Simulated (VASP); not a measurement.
# AlRu (Pm-3m) in VASP: a series of runs

The runs below take AlRu through single point, with r2SCAN.

All numbers are computed with VASP 6.6.1; they aren't measurements. Logs are shortened: lines on timing, memory, paths and dates and some standing lists are left out, and cuts for length are marked.

## (1) The cell of the first run

The structure is cubic, space group Pm-3m (No. 221). The conventional cell has a = 2.992 Å, b = 2.992 Å, c = 2.992 Å, α = 90.00°, β = 90.00°, γ = 90.00°. Within 3.4 Å of Al (site symmetry m-3m) lie 8 Ru at 2.59 Å and 6 Al at 2.99 Å. Ru (site symmetry m-3m) has 8 Al at 2.59 Å and 6 Ru at 2.99 Å within 3.4 Å.

## (2) Single point, r2SCAN

Contents of POSCAR:

```
AlRu
1.0
    2.9916000000      0.0000000000      0.0000000000
    0.0000000000      2.9916000000      0.0000000000
    0.0000000000      0.0000000000      2.9916000000
Al Ru
1 1
Direct
    0.0000000000      0.0000000000      0.0000000000
    0.5000000000      0.5000000000      0.5000000000
```

Contents of INCAR.step1:

```
  PREC = Accurate
  ENCUT = 520
  ISMEAR = -1
  SIGMA = 0.15
  LREAL = False
  LASPH = True
  NELM = 100
  NBANDS = 16
  GGA = PE
  ALGO = Normal
  EDIFF = 1E-4
  LWAVE = True
  LCHARG = False
```

Contents of INCAR.step2:

```
  PREC = Accurate
  ENCUT = 520
  EDIFF = 1E-7
  ISMEAR = -1
  SIGMA = 0.15
  LREAL = False
  LASPH = True
  NELM = 100
  ALGO = Normal
  ISIF = 2
  LWAVE = False
  LCHARG = False
  METAGGA = R2SCAN
  LMIXTAU = True
  NBANDS = 16
  ISTART = 1
```

Contents of KPOINTS:

```
Automatic mesh
0
Gamma
  11 11 11
```

Potentials or basis: VASP PAW PBE potentials, release 64 (Al, Ru_pv).

Command:

```
cat potpaw_PBE.64/Al/POTCAR potpaw_PBE.64/Ru_pv/POTCAR > POTCAR
cp INCAR.step1 INCAR
mpirun -np 1 vasp_std > vasp.out
cp INCAR.step2 INCAR
mpirun -np 1 vasp_std > vasp.out
```

OUTCAR:

```text
PREC = Accurate
   ENCUT = 520
   EDIFF = 1E-7
   ISMEAR = -1
   LREAL = False
   LASPH = True
   NELM = 100
   ISIF = 2
   METAGGA = R2SCAN
   ISTART = 1

 ion  position               nearest neighbor table
   1  0.000  0.000  0.000-   2 2.59   2 2.59   2 2.59   2 2.59   2 2.59   2 2.59   2 2.59   2 2.59

   2  0.500  0.500  0.500-   1 2.59   1 2.59   1 2.59   1 2.59   1 2.59   1 2.59   1 2.59   1 2.59

  LATTYP: Found a simple cubic cell.
 ALAT       =     2.9916000000

  Lattice vectors:

 A1 = (   2.9916000000,   0.0000000000,   0.0000000000)
 A2 = (   0.0000000000,   2.9916000000,   0.0000000000)
 A3 = (   0.0000000000,   0.0000000000,   2.9916000000)

Analysis of symmetry for initial positions (statically):
=====================================================================
 Subroutine PRICEL returns:
 Original cell was already a primitive cell.

 Routine SETGRP: Setting up the symmetry group for a
 simple cubic supercell.

 Subroutine GETGRP returns: Found 48 space group operations
 (whereof 48 operations were pure point group operations)
 out of a pool of 48 trial point group operations.

The static configuration has the point symmetry O_h .

Analysis of symmetry for dynamics (positions and initial velocities):
=====================================================================
 Subroutine PRICEL returns:
 Original cell was already a primitive cell.

 Routine SETGRP: Setting up the symmetry group for a
 simple cubic supercell.

 Subroutine GETGRP returns: Found 48 space group operations
 (whereof 48 operations were pure point group operations)
 out of a pool of 48 trial point group operations.

The dynamic configuration has the point symmetry O_h .

 Subroutine INISYM returns: Found 48 space group operations
 (whereof 48 operations are pure point group operations),
 and found     1 'primitive' translations

----------------------------------------------------------------------------------------

                                     Primitive cell

  volume of cell :      26.7738

  direct lattice vectors                    reciprocal lattice vectors
     2.991600000  0.000000000  0.000000000     0.334269287  0.000000000  0.000000000
[... 75 lines left out ...]
   NGXF,Y,Z  is equivalent  to a cutoff of  26.67, 26.67, 26.67 a.u.
 SYSTEM =  unknown system
   PREC   = accura    normal or accurate (medium, high low for compatibility)
   ISTART =      1    job   : 0-new  1-cont  2-samecut
   ICHARG =      0    charge: 1-file 2-atom 10-const
   ISPIN  =      1    spin polarized calculation?
   LNONCOLLINEAR =      F non collinear calculations
   LSORBIT =      F    spin-orbit coupling
   LASPH  =      T    aspherical Exc in radial PAW
   ENCUT  =  520.0 eV  38.22 Ry    6.18 a.u.   5.56  5.56  5.56*2*pi/ulx,y,z
   NELM   =    100;   NELMIN=  2; NELMDL=  0     # of ELM steps
   EDIFF  = 0.1E-06   stopping-criterion for ELM
   LREAL  =      F    real-space projection
   EDIFFG = 0.1E-05   stopping-criterion for IOM
   NSW    =      0    number of steps for IOM
   IBRION =     -1    ionic relax: 0-MD 1-quasi-New 2-CG
   NFREE  =      0    steps in history (QN), initial steepest desc. (CG)
   ISIF   =      2    stress and relaxation
   ISYM   =      2    0-nonsym 1-usesym 2-fastsym
   POTIM  = 0.5000    time-step for ionic-motion
   TEBEG  =    0.0;   TEEND  =   0.0 temperature during run
   PSTRESS=    0.0 pullay stress
   NELECT =      17.0000    total number of electrons
   NUPDOWN=      -1.0000    fix difference up-down
   EMIN   =  10.00;   EMAX   =-10.00  energy-range for DOS
   EFERMI =   0.00;   METHOD = LEGACY
   ISMEAR =    -1;   SIGMA  =   0.15  broadening in eV -4-tet -1-fermi 0-gaus
   EFERMI_NEDOS =   21; number of points for ismear=-14 and -15
   IALGO  =     38    algorithm
   IMIX   =      4    mixing-type and parameters
     AMIX     =   0.40;   BMIX     =  1.00
     AMIX_MAG =   1.60;   BMIX_MAG =  1.00
  volume/ion in A,a.u.               =      13.39        90.34
  Fermi-wavevector in a.u.,A,eV,Ry     =   1.407087  2.659009 26.938090  1.979894
  Thomas-Fermi vector in A             =   2.529382
   LORBIT       =      0    0 simple, 1 ext, 2 COOP (PROOUT), +10 PAW based schemes
   METAGGA = R2SCAN    functional components
   LHFCALC =     F    Hartree Fock is set to
   AEXX    =    0.0000 exact exchange contribution
   IVDW    =     0    specifies the selected vdW correction
   LEPSILON=     F    determine dielectric tensor
   LRPA    =     F    only Hartree local field effects (RPA)
 non-spin polarized calculation
  energy-cutoff  :      520.00
  volume of cell :       26.77
 maximum number of plane-waves:       739
 NGX is ok and might be reduce to    24
   NGX = 11   NGY = 11   NGZ = 11

 number of electron      16.9999995 magnetization

 Free energy of the ion-electron system (eV)
  ---------------------------------------------------
  ext. energy  EPLUGINS =         0.00000000
  ---------------------------------------------------
  free energy    TOTEN  =       -33.66002268 eV

  energy without entropy =      -33.54904734  energy(sigma->0) =      -33.60453501

 E-fermi :  10.6006     XC(G=0): -13.6160

 val. band max:       10.6004128303   @ k =   0.3636   0.3636   0.2727
 cond. band min:      10.6034046820   @ k =   0.3636   0.3636   0.3636
 fundamental gap:      0.0029918517
 Fermi energy:        10.6005882903

 k-point     1 :       0.0000    0.0000    0.0000
  band No.  band energies     occupation
      1     -32.5074      2.00000
      2     -32.5074      2.00000
      3     -32.5074      2.00000
      4       0.3952      2.00000
      5       6.8868      2.00000
      6       6.8868      2.00000
[... 433 lines left out ...]
      3     -32.5118      2.00000
      4       2.1249      2.00000
      5       7.0214      2.00000
      6       7.4596      2.00000
[... 8 lines left out ...]
     15      25.1601      0.00000
     16      26.3778      0.00000

 [... further k-points ...]
[... 5 lines left out ...]
  --------------------------------------------------------------------------------------
  -------------------------------------------------------------------------------------
  Total       -0.2328010     -0.2328010     -0.2328010     -0.0000000     -0.0000000      0.0000000
  in kB      -13.9310797    -13.9310797    -13.9310797     -0.0000000     -0.0000000      0.0000000
  external PRESSURE =     -13.9310797 kB  Pullay stress =       0.0000000 kB

 VOLUME and BASIS-vectors are now :
 -----------------------------------------------------------------------------
  energy-cutoff  :      520.00
  volume of cell :       26.77
      direct lattice vectors                 reciprocal lattice vectors
     2.991600000  0.000000000  0.000000000     0.334269287  0.000000000  0.000000000
     0.000000000  2.991600000  0.000000000     0.000000000  0.334269287  0.000000000
     0.000000000  0.000000000  2.991600000     0.000000000  0.000000000  0.334269287

 POSITION                                       TOTAL-FORCE (eV/Angst)
 -----------------------------------------------------------------------------------
      0.00000      0.00000      0.00000         0.000000      0.000000      0.000000
      1.49580      1.49580      1.49580         0.000000      0.000000      0.000000
 -----------------------------------------------------------------------------------
    total drift:                                0.000000     -0.000000     -0.000000

  FREE ENERGIE OF THE ION-ELECTRON SYSTEM (eV)
  ---------------------------------------------------
  free  energy   TOTEN  =       -33.6600226846 eV

  energy  without entropy=      -33.5490473369  energy(sigma->0) =      -33.60453501
```

OSZICAR.step1:

```text
N       E                     dE             d eps       ncg     rms          rms(c)
DAV:   1     0.114474485385E+03    0.11447E+03   -0.90935E+03  1832   0.979E+02
DAV:   2    -0.131509789113E+02   -0.12763E+03   -0.12155E+03  2120   0.289E+02
DAV:   3    -0.149655350839E+02   -0.18146E+01   -0.18094E+01  2280   0.365E+01
DAV:   4    -0.149792684211E+02   -0.13733E-01   -0.13709E-01  2272   0.329E+00
DAV:   5    -0.149794742567E+02   -0.20584E-03   -0.20570E-03  2144   0.385E-01    0.122E+01
DAV:   6    -0.143940419937E+02    0.58543E+00   -0.22704E+00  1960   0.163E+01    0.235E+00
DAV:   7    -0.143250326505E+02    0.69009E-01   -0.17417E-01  1928   0.467E+00    0.206E+00
DAV:   8    -0.143100526042E+02    0.14980E-01   -0.17227E-02  2096   0.103E+00    0.191E-01
DAV:   9    -0.143099091164E+02    0.14349E-03   -0.25476E-04  2192   0.132E-01    0.124E-01
DAV:  10    -0.143099041372E+02    0.49792E-05   -0.20531E-05  1104   0.529E-02
   1 F= -.14309904E+02 E0= -.14251345E+02  d E =-.117119E+00
```

Run time: 38 s. Hardware: 1 thread of Intel Xeon 6975P-C, shared host; peak memory 0.16 GiB.

Results:

| Property | Result |
| --- | --- |
| Free energy | -33.6600 eV |
| Pressure | -1.4 GPa |

Levels at points of the mesh, in eV from the Fermi level:
```tsv
k point	band 5	band 6	band 7	band 8	band 9	band 10	band 11	band 12	band 13	band 14
(0.00, 0.00, 0.00)	-3.71	-3.71	0.14	0.14	0.14	6.48	6.48	6.48	10.32	11.43
```

Caveat: the PAW data sets were made with another functional, which shifts forces and pressure a little.

## (3) Single point, r2SCAN

POSCAR is that of step 2.

Contents of INCAR.step1:

```
SYSTEM = AlRu
PREC = Accurate ; ENCUT = 520
ISMEAR = -1 ; SIGMA = 0.15
LREAL = .FALSE. ; LASPH = .TRUE.
NELM = 80 ; NBANDS = 16
GGA = PE ; ALGO = Normal
EDIFF = 1E-4 ; LWAVE = .TRUE.
LCHARG = .FALSE.
```

Contents of INCAR.step2:

```
SYSTEM = AlRu
PREC = Accurate ; ENCUT = 520
EDIFF = 1E-6 ; ISMEAR = -1
SIGMA = 0.15 ; LREAL = .FALSE.
LASPH = .TRUE. ; NELM = 80
ALGO = Normal ; ISIF = 2
LWAVE = .FALSE. ; LCHARG = .FALSE.
METAGGA = R2SCAN ; LMIXTAU = .TRUE.
NBANDS = 16 ; ISTART = 1
```

Contents of KPOINTS:

```
regular mesh
0
G
  11 11 11
  0 0 0
```

Potentials or basis: VASP PAW PBE potentials, release 64 (Al, Ru_pv).

Command:

```
cat potpaw_PBE.64/Al/POTCAR potpaw_PBE.64/Ru_pv/POTCAR > POTCAR
cp INCAR.step1 INCAR
mpirun -np 1 vasp_std > vasp.out
cp INCAR.step2 INCAR
mpirun -np 1 vasp_std > vasp.out
```

Wall time 37 s (1 thread of Intel Xeon 6975P-C, shared host); peak memory 0.16 GiB.

Results (log left out):

| Quantity | Value |
| --- | --- |
| Free energy | -33.6600 eV |
| Pressure | -1.4 GPa |

Levels at points of the mesh, in eV from the Fermi level:
| k point | band 7 | band 8 | band 9 | band 10 | band 11 | band 12 |
| --- | --- | --- | --- | --- | --- | --- |
| (0.00, 0.00, 0.00) | 0.14 | 0.14 | 0.14 | 6.48 | 6.48 | 6.48 |

Caveat: the PAW data sets were made with another functional, which shifts forces and pressure a little.
